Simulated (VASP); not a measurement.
Wanted: the native input for a VASP 6.6.1 run.

- Task: relaxation of cell and atoms
- Functional: PBEsol
- Potentials or basis: VASP PAW PBE potentials, release 64 (C_h)
- Cutoff: 910 eV
- k mesh: 14 × 14 × 14
- Occupations: gaussian, width 0.02 eV
- Spin: no spin polarisation
- Dipole correction: no
- Further INCAR settings: ALGO = Normal; EDIFF = 1e-07; IBRION = 2; EDIFFG = -0.005; NSW = 100; ISIF = 3

The structure of C lies in POSCAR:

```
C
1.0
    0.0000000000      2.1270000000      3.3480000000
    1.2280000000      0.0000000000      3.3480000000
    1.2280000000      2.1270000000      0.0000000000
C
2
Direct
    0.1666700000      0.8333300000      0.1666700000
    0.8333300000      0.1666700000      0.8333300000
```

The input as run:

INCAR

```
SYSTEM = C
PREC = Accurate ; ENCUT = 910
EDIFF = 1E-7 ; ISMEAR = 0
SIGMA = 0.02 ; LREAL = .False.
LASPH = .True. ; NELM = 120
ALGO = Normal ; ISIF = 3
LWAVE = .False. ; LCHARG = .False.
GGA = PS ; IBRION = 2
NSW = 100 ; EDIFFG = -0.005
GGA_COMPAT = .False. ; NELMIN = 4
```

KPOINTS

```
regular mesh
0
Gamma
  14 14 14
  0 0 0
```

Potentials or basis: VASP PAW PBE potentials, release 64 (C_h).

The run is started by

```console
$ cat potpaw_PBE.64/C_h/POTCAR > POTCAR
$ mpirun -np 1 vasp_std > vasp.out
```

It gave:

* Relaxed volume: 9.21 Å³/atom
* Relaxed cell: a = 4.111 Å, b = 3.726 Å, c = 2.459 Å, α = 80.50°, β = 63.35°, γ = 36.14°
* Space group after relaxing (to 0.1 Å): Fmmm (No. 69)
* Energy gained by relaxing: 2.1 meV/atom
* Ionic steps: 18
* Pressure after relaxing: 0.0 GPa

Caveat: the cutoff is under 1.25 times the usual one of these potentials, so pressure, stress and relaxed cells hold a basis-set (Pulay) error; this functional lacks dispersion, which binds the layers, so the pressure and a relaxed spacing across them are unreliable; the PAW data sets were made with another functional, which shifts forces and pressure a little.

It took 8.5 min on 1 thread of Intel(R) Xeon(R) Platinum 8559C (Emerald Rapids) (shared host), peak memory 0.25 GiB.
